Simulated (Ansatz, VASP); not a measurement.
Two plane-wave programs on KI

```
K I
1.0
     4.29109    0.00000    0.00000
     0.00000    4.29109    0.00000
     0.00000    0.00000    4.29109
K I
1 1
Direct
  0.00000 0.00000 0.00000
  0.50000 0.50000 0.50000
```

Alike in both runs: task single point; functional PBE0; k mesh 4 × 4 × 4; no spin polarisation.

|  | VASP | Ansatz |
| --- | --- | --- |
| version | VASP 6.6.1 | Ansatz 0.2.0 |
| potentials or method | VASP PAW PBE potentials, release 64 (K_sv, I) | plane waves, PAW |
| plane-wave cutoff (eV) | 520 | 420 |
| occupations | gaussian, width 0.01 eV | fixed |
| valence electrons in the cell | 16 | 26 |

```csv
,VASP,Ansatz,Ansatz less VASP
gap on the k mesh at the Fermi level (eV),5.00,4.99,-0.010
pressure (GPa),0.2,0.3,+0.04
```

VASP's potentials hold 16 valence electrons a cell and Ansatz's 26, so a difference there can come from the potentials and not from the codes. Ansatz's warnings: stress exchange threshold loose, stress scf threshold loose.

Spin-orbit coupling is off throughout.
